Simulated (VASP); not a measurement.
# Mg5ZnO6 (P-4m2) in VASP: notebook

Runs on Mg5ZnO6. Level: PBE. Tasks: single point, relaxation of cell and atoms.

Everything below comes from runs of VASP 6.6.1. Logs are shortened: lines on timing, memory, paths and dates and some standing lists are left out, and cuts for length are marked.

## (1) The cell of the first run

The structure is tetragonal, space group P-4m2 (No. 115). Conventional cell: a = 3.267 Å, b = 3.267 Å, c = 13.784 Å, α = 90.00°, β = 90.00°, γ = 90.00°. Within 2.6 Å of Mg (site symmetry -4m2) lie 4 O at 2.00 Å. Mg (site symmetry 2mm) has 4 O at 2.00 Å within 2.6 Å. Within 2.6 Å of Mg (site symmetry 2mm) lie 4 O at 1.98 to 2.00 Å. Zn (site symmetry -4m2) has 4 O at 2.00 Å within 2.7 Å. O (site symmetry 2mm) has 4 Mg at 2.00 Å within 2.6 Å. Within 2.6 Å of O (site symmetry 2mm) lie 4 Mg at 2.00 Å. O (site symmetry 2mm) has 2 Mg at 1.98 Å and 2 Zn at 2.00 Å within 2.6 Å.

## (2) Single point, PBE

File INCAR:

```
PREC = Accurate ; ENCUT = 520
EDIFF = 1E-7 ; ISMEAR = 0
SIGMA = 0.1 ; LREAL = F
LASPH = T ; NELM = 80
ALGO = Normal ; ISIF = 2
LWAVE = F ; LCHARG = F
GGA = PE ; NBANDS = 41
```

File KPOINTS:

```
Automatic mesh
0
Gamma
  6 6 2
```

File POSCAR:

```
Mg5ZnO6
1.0
    3.2674912649      0.0000000000      0.0000000000
    0.0000000000      3.2674912649      0.0000000000
    0.0000000000      0.0000000000     13.7837295854
Mg Zn O
5 1 6
Direct
    0.0000000000      0.0000000000      0.0000000000
    0.5000000000      0.5000000000      0.1669997793
    0.0000000000      0.0000000000      0.3340676856
    0.0000000000      0.0000000000      0.6659323144
    0.5000000000      0.5000000000      0.8330002207
    0.5000000000      0.5000000000      0.5000000000
    0.5000000000      0.0000000000      0.0834958367
    0.0000000000      0.5000000000      0.2505130972
    0.5000000000      0.0000000000      0.4156869494
    0.0000000000      0.5000000000      0.5843130506
    0.5000000000      0.0000000000      0.7494869028
    0.0000000000      0.5000000000      0.9165041633
```

Potentials or basis: VASP PAW PBE potentials, release 64 (Mg, Zn, O).

Started as:

```console
$ cat potpaw_PBE.64/Mg/POTCAR potpaw_PBE.64/Zn/POTCAR potpaw_PBE.64/O/POTCAR > POTCAR
$ mpirun -np 1 vasp_std > vasp.out
```

OUTCAR:

```text
PREC = Accurate
   ENCUT = 520
   EDIFF = 1E-7
   ISMEAR = 0
   LREAL = F
   LASPH = T
   NELM = 80
   ISIF = 2
   GGA = PE

 ion  position               nearest neighbor table
   1  0.000  0.000  0.000-   7 2.00  12 2.00  12 2.00   7 2.00   2 3.26   5 3.26   2 3.26   2 3.26
                             5 3.26   5 3.26   2 3.26   5 3.26
   2  0.500  0.500  0.167-   7 2.00   7 2.00   8 2.00   8 2.00   1 3.26   1 3.26   1 3.26   1 3.26
                             3 3.26   3 3.26   3 3.26   3 3.26
   3  0.000  0.000  0.334-   9 1.98   9 1.98   8 2.00   8 2.00   6 3.25   6 3.25   6 3.25   6 3.25
                             2 3.26   2 3.26   2 3.26   2 3.26
   4  0.000  0.000  0.666-  10 1.98  10 1.98  11 2.00  11 2.00   6 3.25   6 3.25   6 3.25   6 3.25
                             5 3.26   5 3.26   5 3.26   5 3.26
   5  0.500  0.500  0.833-  12 2.00  12 2.00  11 2.00  11 2.00   1 3.26   1 3.26   1 3.26   1 3.26
                             4 3.26   4 3.26   4 3.26   4 3.26
   6  0.500  0.500  0.500-   9 2.00  10 2.00   9 2.00  10 2.00   3 3.25   4 3.25   3 3.25   3 3.25
                             4 3.25   4 3.25   3 3.25   4 3.25
   7  0.500  0.000  0.083-   1 2.00   1 2.00   2 2.00   2 2.00
   8  0.000  0.500  0.251-   2 2.00   2 2.00   3 2.00   3 2.00
   9  0.500  0.000  0.416-   3 1.98   3 1.98   6 2.00   6 2.00
  10  0.000  0.500  0.584-   4 1.98   4 1.98   6 2.00   6 2.00
  11  0.500  0.000  0.749-   5 2.00   5 2.00   4 2.00   4 2.00
  12  0.000  0.500  0.917-   1 2.00   1 2.00   5 2.00   5 2.00

  LATTYP: Found a simple tetragonal cell.
 ALAT       =     3.2674912649
 C/A-ratio  =     4.2184442032

  Lattice vectors:

 A1 = (   3.2674912649,   0.0000000000,   0.0000000000)
 A2 = (   0.0000000000,   3.2674912649,   0.0000000000)
 A3 = (   0.0000000000,   0.0000000000,  13.7837295854)

Analysis of symmetry for initial positions (statically):
=====================================================================
 Subroutine PRICEL returns:
 Original cell was already a primitive cell.

 Routine SETGRP: Setting up the symmetry group for a
 simple tetragonal supercell.

 Subroutine GETGRP returns: Found  8 space group operations
 (whereof  8 operations were pure point group operations)
 out of a pool of 16 trial point group operations.

The static configuration has the point symmetry D_2d.

Analysis of symmetry for dynamics (positions and initial velocities):
=====================================================================
 Subroutine PRICEL returns:
 Original cell was already a primitive cell.

 Routine SETGRP: Setting up the symmetry group for a
 simple tetragonal supercell.

 Subroutine GETGRP returns: Found  8 space group operations
 (whereof  8 operations were pure point group operations)
 out of a pool of 16 trial point group operations.

The dynamic configuration has the point symmetry D_2d.

 Subroutine INISYM returns: Found  8 space group operations
 (whereof  8 operations are pure point group operations),
 and found     1 'primitive' translations

----------------------------------------------------------------------------------------

                                     Primitive cell

  volume of cell :     147.1620

  direct lattice vectors                    reciprocal lattice vectors
     3.267491265  0.000000000  0.000000000     0.306045195  0.000000000  0.000000000
     0.000000000  3.267491265  0.000000000     0.000000000  0.306045195  0.000000000
     0.000000000  0.000000000 13.783729585     0.000000000  0.000000000  0.072549305

  length of vectors
     3.267491265  3.267491265 13.783729585     0.306045195  0.306045195  0.072549305

  position of ions in fractional coordinates (direct lattice)
     0.000000000  0.000000000  0.000000000
     0.500000000  0.500000000  0.166999779
     0.000000000  0.000000000  0.334067686
     0.000000000  0.000000000  0.665932314
     0.500000000  0.500000000  0.833000221
     0.500000000  0.500000000  0.500000000
     0.500000000  0.000000000  0.083495837
     0.000000000  0.500000000  0.250513097
     0.500000000  0.000000000  0.415686949
     0.000000000  0.500000000  0.584313051
     0.500000000  0.000000000  0.749486903
     0.000000000  0.500000000  0.916504163

  ion indices of the primitive-cell ions
   primitive index   ion index
                 1           1
                 2           2
                 3           3
                 4           4
                 5           5
                 6           6
                 7           7
                 8           8
                 9           9
                10          10
                11          11
                12          12

----------------------------------------------------------------------------------------

 KPOINTS: Automatic mesh

Automatic generation of k-mesh.
 Grid dimensions read from file:
 generate k-points for:    6    6    2

 Generating k-lattice:

  Cartesian coordinates                     Fractional coordinates (reciprocal lattice)
     0.051007532  0.000000000  0.000000000     0.166666667  0.000000000  0.000000000
     0.000000000  0.051007532  0.000000000     0.000000000  0.166666667  0.000000000
     0.000000000  0.000000000  0.036274652     0.000000000  0.000000000  0.500000000

  Length of vectors
     0.051007532  0.051007532  0.036274652

  Shift w.r.t. Gamma in fractional coordinates (k-lattice)
     0.000000000  0.000000000  0.000000000

 Subroutine IBZKPT returns following result:
 ===========================================

 Found     20 irreducible k-points:

 Following reciprocal coordinates:
            Coordinates               Weight
  0.000000  0.000000  0.000000      1.000000
  0.166667  0.000000  0.000000      4.000000
  0.333333  0.000000  0.000000      4.000000
  0.500000  0.000000  0.000000      2.000000
  0.166667  0.166667  0.000000      4.000000
  0.333333  0.166667  0.000000      8.000000
[... 12 lines left out ...]
  0.500000  0.333333  0.500000      4.000000
  0.500000  0.500000  0.500000      1.000000
   k-points           NKPTS =     20   k-points in BZ     NKDIM =     20   number of bands    NBANDS=     41
   number of dos      NEDOS =    301   number of ions     NIONS =     12
   total plane-waves  NPLWV =  62208
   dimension x,y,z NGX =    24 NGY =   24 NGZ =  108
   dimension x,y,z NGXF=    48 NGYF=   48 NGZF=  216
   ions per type =               5   1   6
   NGX,Y,Z   is equivalent  to a cutoff of  12.21, 12.21, 13.03 a.u.
   NGXF,Y,Z  is equivalent  to a cutoff of  24.42, 24.42, 26.05 a.u.
 SYSTEM =  unknown system
   PREC   = accura    normal or accurate (medium, high low for compatibility)
   ISTART =      0    job   : 0-new  1-cont  2-samecut
   ICHARG =      2    charge: 1-file 2-atom 10-const
   ISPIN  =      1    spin polarized calculation?
   LNONCOLLINEAR =      F non collinear calculations
   LSORBIT =      F    spin-orbit coupling
   LASPH  =      T    aspherical Exc in radial PAW
   ENCUT  =  520.0 eV  38.22 Ry    6.18 a.u.   6.08  6.08 25.63*2*pi/ulx,y,z
   NELM   =     80;   NELMIN=  2; NELMDL= -5     # of ELM steps
   EDIFF  = 0.1E-06   stopping-criterion for ELM
   LREAL  =      F    real-space projection
   EDIFFG = 0.1E-05   stopping-criterion for IOM
   NSW    =      0    number of steps for IOM
   IBRION =     -1    ionic relax: 0-MD 1-quasi-New 2-CG
   NFREE  =      0    steps in history (QN), initial steepest desc. (CG)
   ISIF   =      2    stress and relaxation
   ISYM   =      2    0-nonsym 1-usesym 2-fastsym
   POTIM  = 0.5000    time-step for ionic-motion
   TEBEG  =    0.0;   TEEND  =   0.0 temperature during run
   PSTRESS=    0.0 pullay stress
   NELECT =      58.0000    total number of electrons
   NUPDOWN=      -1.0000    fix difference up-down
   EMIN   =  10.00;   EMAX   =-10.00  energy-range for DOS
   EFERMI =   0.00;   METHOD = LEGACY
   ISMEAR =     0;   SIGMA  =   0.10  broadening in eV -4-tet -1-fermi 0-gaus
   EFERMI_NEDOS =   21; number of points for ismear=-14 and -15
   IALGO  =     38    algorithm
   IMIX   =      4    mixing-type and parameters
     AMIX     =   0.40;   BMIX     =  1.00
     AMIX_MAG =   1.60;   BMIX_MAG =  1.00
  volume/ion in A,a.u.               =      12.26        82.76
  Fermi-wavevector in a.u.,A,eV,Ry     =   1.200288  2.268216 19.601809  1.440692
  Thomas-Fermi vector in A             =   2.336128
   LORBIT       =      0    0 simple, 1 ext, 2 COOP (PROOUT), +10 PAW based schemes
   GGA     = PE    functional components
   LHFCALC =     F    Hartree Fock is set to
   AEXX    =    0.0000 exact exchange contribution
   IVDW    =     0    specifies the selected vdW correction
   LEPSILON=     F    determine dielectric tensor
   LRPA    =     F    only Hartree local field effects (RPA)
 non-spin polarized calculation
 Gauss-broadening in eV      SIGMA  =   0.10
  energy-cutoff  :      520.00
  volume of cell :      147.16
 maximum number of plane-waves:      4008
   NGX = 13   NGY = 13   NGZ = 51

 number of electron      57.9999968 magnetization

 Free energy of the ion-electron system (eV)
  ---------------------------------------------------
  ext. energy  EPLUGINS =         0.00000000
  ---------------------------------------------------
  free energy    TOTEN  =       -67.47526109 eV

  energy without entropy =      -67.47526109  energy(sigma->0) =      -67.47526109

 E-fermi :   1.5553     XC(G=0):  -9.7809

 val. band max:        1.0857951172   @ k =   0.0000   0.0000   0.0000
 cond. band min:       3.5768424222   @ k =   0.0000   0.0000   0.0000
 fundamental gap:      2.4910473050
 Fermi energy:         1.5553295523

 k-point     1 :       0.0000    0.0000    0.0000
  band No.  band energies     occupation
      1     -15.6252      2.00000
      2     -15.2744      2.00000
      3     -15.2242      2.00000
      4     -14.9241      2.00000
      5     -14.7633      2.00000
      6     -14.5708      2.00000
[... 33 lines left out ...]
     40      14.0217      0.00000
     41      14.1445      0.00000

 k-point     2 :       0.1667    0.0000    0.0000
  band No.  band energies     occupation
      1     -15.5317      2.00000
      2     -15.2112      2.00000
      3     -15.1373      2.00000
      4     -14.8873      2.00000
      5     -14.7325      2.00000
      6     -14.5669      2.00000
[... 33 lines left out ...]
     40      13.7188      0.00000
     41      13.7428      0.00000

 k-point     3 :       0.3333    0.0000    0.0000
  band No.  band energies     occupation
      1     -15.3129      2.00000
      2     -15.1004      2.00000
      3     -14.9273      2.00000
      4     -14.7997      2.00000
      5     -14.6849      2.00000
      6     -14.5924      2.00000
[... 33 lines left out ...]
     40      11.9933      0.00000
     41      12.9320      0.00000

 k-point     4 :       0.5000    0.0000    0.0000
  band No.  band energies     occupation
      1     -15.1368      2.00000
      2     -15.1076      2.00000
      3     -14.7133      2.00000
      4     -14.7132      2.00000
      5     -14.7062      2.00000
      6     -14.7061      2.00000
[... 649 lines left out ...]
     40      11.9498      0.00000
     41      12.0004      0.00000

 k-point    19 :       0.5000    0.3333    0.5000
  band No.  band energies     occupation
      1     -14.9792      2.00000
      2     -14.9717      2.00000
      3     -14.5691      2.00000
      4     -14.5691      2.00000
      5     -14.5648      2.00000
      6     -14.5648      2.00000
[... 33 lines left out ...]
     40      11.8290      0.00000
     41      11.9654      0.00000

 k-point    20 :       0.5000    0.5000    0.5000
  band No.  band energies     occupation
      1     -14.9249      2.00000
      2     -14.9249      2.00000
      3     -14.5193      2.00000
      4     -14.5193      2.00000
      5     -14.5160      2.00000
      6     -14.5160      2.00000
[... 33 lines left out ...]
     40      11.9958      0.00000
     41      12.0585      0.00000

------------------------ aborting loop because EDIFF is reached ----------------------------------------

  FORCE on cell =-STRESS in cart. coord.  units (eV):
  Direction    XX          YY          ZZ          XY          YZ          ZX
  --------------------------------------------------------------------------------------
  -------------------------------------------------------------------------------------
  Total       -0.1714386     -0.1714386     -0.2197684      0.0000000      0.0000000      0.0000000
  in kB       -1.8664815     -1.8664815     -2.3926562      0.0000000      0.0000000      0.0000000
  external PRESSURE =      -2.0418731 kB  Pullay stress =       0.0000000 kB

 VOLUME and BASIS-vectors are now :
 -----------------------------------------------------------------------------
  energy-cutoff  :      520.00
  volume of cell :      147.16
      direct lattice vectors                 reciprocal lattice vectors
     3.267491265  0.000000000  0.000000000     0.306045195  0.000000000  0.000000000
     0.000000000  3.267491265  0.000000000     0.000000000  0.306045195  0.000000000
     0.000000000  0.000000000 13.783729585     0.000000000  0.000000000  0.072549305

 POSITION                                       TOTAL-FORCE (eV/Angst)
 -----------------------------------------------------------------------------------
      0.00000      0.00000      0.00000        -0.000000     -0.000000     -0.000000
      1.63375      1.63375      2.30188        -0.000000     -0.000000     -0.000727
      0.00000      0.00000      4.60470        -0.000000     -0.000000     -0.009051
      0.00000      0.00000      9.17903        -0.000000     -0.000000      0.009051
      1.63375      1.63375     11.48185        -0.000000     -0.000000      0.000727
      1.63375      1.63375      6.89186        -0.000000      0.000000     -0.000000
      1.63375      0.00000      1.15088         0.000000     -0.000000      0.000100
      0.00000      1.63375      3.45300        -0.000000     -0.000000     -0.000312
      1.63375      0.00000      5.72972        -0.000000      0.000000     -0.079595
      0.00000      1.63375      8.05401        -0.000000     -0.000000      0.079595
      1.63375      0.00000     10.33072         0.000000     -0.000000      0.000312
      0.00000      1.63375     12.63285        -0.000000     -0.000000     -0.000100
 -----------------------------------------------------------------------------------
    total drift:                                0.000000      0.000000      0.000000

  FREE ENERGIE OF THE ION-ELECTRON SYSTEM (eV)
  ---------------------------------------------------
  free  energy   TOTEN  =       -67.4752610891 eV

  energy  without entropy=      -67.4752610891  energy(sigma->0) =      -67.47526109
```

It took 67 s on 1 thread of Intel Xeon 6975P-C (Granite Rapids), shared host; peak memory 0.29 GiB.

What came out:

* Free energy: -67.4753 eV
* Pressure: -0.2 GPa
* Largest force: 0.080 eV/Å
* Band gap on the k mesh: 2.49 eV

Forces on the atoms (eV/Å):
```
Mg   0.000  0.000  0.000
Mg   0.000  0.000 -0.001
Mg   0.000  0.000 -0.009
Mg   0.000  0.000  0.009
Mg   0.000  0.000  0.001
Zn   0.000  0.000  0.000
O    0.000  0.000  0.000
O    0.000  0.000  0.000
O    0.000  0.000 -0.080
O    0.000  0.000  0.080
O    0.000  0.000  0.000
O    0.000  0.000  0.000
```

## (3) Single point, PBE

This run uses another cell than the first one, of 12.84 Å³/atom.

File INCAR:

```
SYSTEM = Mg5ZnO6
PREC = Accurate
ENCUT = 520
EDIFF = 1E-6
ISMEAR = 0
SIGMA = 0.1
LREAL = .False.
LASPH = .True.
NELM = 60
ALGO = Normal
ISIF = 2
LWAVE = .False.
LCHARG = .False.
GGA = PE
NBANDS = 41
```

File KPOINTS:

```
regular mesh
0
Gamma
  6 6 2
  0 0 0
```

File POSCAR:

```
Mg5ZnO6
1.0
    3.3112041100      0.0000000000      0.0000000000
    0.0000000000      3.3112041100      0.0000000000
    0.0000000000      0.0000000000     14.0482492900
Mg Zn O
5 1 6
Direct
    0.0000000000      0.0000000000      0.0000000000
    0.5000000000      0.5000000000      0.1666666700
    0.0000000000      0.0000000000      0.3333333300
    0.0000000000      0.0000000000      0.6666666700
    0.5000000000      0.5000000000      0.8333333300
    0.5000000000      0.5000000000      0.5000000000
    0.5000000000      0.0000000000      0.0833333300
    0.0000000000      0.5000000000      0.2500000000
    0.5000000000      0.0000000000      0.4166666700
    0.0000000000      0.5000000000      0.5833333300
    0.5000000000      0.0000000000      0.7500000000
    0.0000000000      0.5000000000      0.9166666700
```

Potentials or basis: VASP PAW PBE potentials, release 64 (Mg, Zn, O).

Started as:

```console
$ cat potpaw_PBE.64/Mg/POTCAR potpaw_PBE.64/Zn/POTCAR potpaw_PBE.64/O/POTCAR > POTCAR
$ mpirun -np 1 vasp_std > vasp.out
```

It took 88 s on 1 thread of Intel Xeon 6975P-C (Granite Rapids), shared host; peak memory 0.33 GiB.

Results (log left out):

```
Free energy            : -67.3563 eV
Pressure               : -5.1 GPa
Largest force          : 0.319 eV/Å
Band gap on the k mesh : 2.26 eV
```

Forces on the atoms (eV/Å):
```
Mg   0.000  0.000  0.000
Mg   0.000  0.000 -0.004
Mg   0.000  0.000  0.205
Mg   0.000  0.000 -0.205
Mg   0.000  0.000  0.004
Zn   0.000  0.000  0.000
O    0.000  0.000  0.000
O    0.000  0.000 -0.010
O    0.000  0.000 -0.319
O    0.000  0.000  0.319
O    0.000  0.000  0.010
O    0.000  0.000  0.000
```

Stress tensor (GPa, compression positive):
```
-4.97  0.00  0.00
 0.00 -4.97  0.00
 0.00  0.00 -5.25
```

Levels at points of the mesh, in eV from the valence-band top:
| k point | band 25 | band 26 | band 27 | band 28 | band 29 | band 30 | band 31 | band 32 | band 33 | band 34 |
| --- | --- | --- | --- | --- | --- | --- | --- | --- | --- | --- |
| (0.00, 0.00, 0.00) | -0.75 | -0.75 | -0.30 | 0.00 | 0.00 | 2.26 | 3.84 | 4.08 | 5.48 | 5.57 |
| (0.50, 0.00, 0.00) | -0.85 | -0.84 | -0.66 | -0.51 | -0.24 | 5.97 | 6.86 | 7.02 | 7.28 | 7.35 |
| (0.50, 0.50, 0.00) | -1.48 | -1.39 | -1.37 | -1.37 | -1.37 | 5.46 | 5.46 | 6.35 | 6.35 | 6.71 |
| (0.00, 0.00, 0.50) | -0.73 | -0.73 | -0.45 | 0.00 | 0.00 | 2.61 | 3.05 | 4.96 | 5.08 | 5.53 |
| (0.50, 0.00, 0.50) | -0.85 | -0.75 | -0.66 | -0.48 | -0.24 | 5.96 | 6.95 | 7.02 | 7.02 | 7.41 |
| (0.50, 0.50, 0.50) | -1.50 | -1.48 | -1.42 | -1.42 | -1.37 | 5.67 | 5.67 | 5.89 | 5.89 | 6.99 |

Caveat: the cell stands under tension. A k mesh can miss the band edges.

(Continued in part 2 of 2.)
